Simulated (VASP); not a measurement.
C: single point with PBE

Crystal: C.

```
C
1.0
     2.51802    0.00000    0.00000
    -1.25901    2.18067    0.00000
     0.00000    0.00000    8.30459
C
8
Direct
  0.92554 0.92554 0.09297
  0.00000 0.00000 0.59297
  0.00000 0.00000 0.40703
  0.00000 0.00000 0.90703
  0.33333 0.66667 0.15553
  0.66667 0.33333 0.65553
  0.33333 0.66667 0.34447
  0.66667 0.33333 0.84447
```

This cell differs from its parent crystal: atom 1 (C) moved +0.188 Å towards its neighbour atom 1 (C) at 2.518 Å.

| Item | Value |
| --- | --- |
| Program | VASP 6.6.1 |
| Task | single point |
| Functional | PBE |
| Potentials or basis | VASP PAW PBE potentials, release 64 (C) |
| Cutoff | 520 eV |
| k mesh | 12 × 12 × 4 |
| Occupations | gaussian, width 0.05 eV |
| Spin | no spin polarisation |
| Dipole correction | no |
| Further INCAR settings | ALGO = Normal; EDIFF = 1e-07; NBANDS = 26 |

```json
{
 "Pressure": "3.9 GPa",
 "Largest force": "7.226 eV/Å",
 "Band gap on the k mesh": "2.58 eV, indirect (least direct gap 2.73 eV)"
}
```

Forces on the atoms (eV/Å):
```
C    4.814  5.257 -1.184
C    0.002 -0.001  0.002
C   -0.007 -0.011 -0.019
C   -0.641 -0.944  0.091
C   -4.120 -4.094  1.170
C   -0.064 -0.111 -0.013
C    0.023 -0.011 -0.024
C   -0.009 -0.085 -0.023
```

Stress tensor (GPa, compression positive):
```
 5.75  2.20 -2.93
 2.20  3.55 -0.38
-2.93 -0.38  2.32
```

Levels at points of the mesh, in eV from the valence-band top:
```
           k point  band 14  band 15  band 16  band 17  band 18  band 19
(0.00, 0.00, 0.00)    -1.76    -1.37     0.00     2.73     3.95     4.36
(0.50, 0.00, 0.00)    -5.75    -5.05    -3.97     3.34     4.03     4.60
(0.00, 0.50, 0.00)    -5.77    -4.92    -4.33     2.92     4.16     4.32
(0.50, 0.50, 0.00)    -5.64    -4.99    -3.83     2.58     4.02     4.24
(0.00, 0.00, 0.50)    -1.98    -1.93    -0.28     2.93     4.67     4.80
(0.50, 0.00, 0.50)    -5.79    -4.95    -4.47     3.61     3.72     4.98
(0.00, 0.50, 0.50)    -5.85    -5.08    -4.94     3.05     3.63     5.29
(0.50, 0.50, 0.50)    -6.02    -4.94    -4.32     2.65     3.63     5.42
```

It took 4.5 min on 1 thread of Intel Xeon 6975P-C, with other jobs on the host, peak memory 0.33 GiB.

Caveat: the cell differs from its parent crystal (atom 1 (C) moved +0.188 Å towards its neighbour atom 1 (C) at 2.518 Å); forces of over 1 eV/Å act on the atoms, so gaps and moduli don't describe the material at rest. A k mesh can miss the band edges.
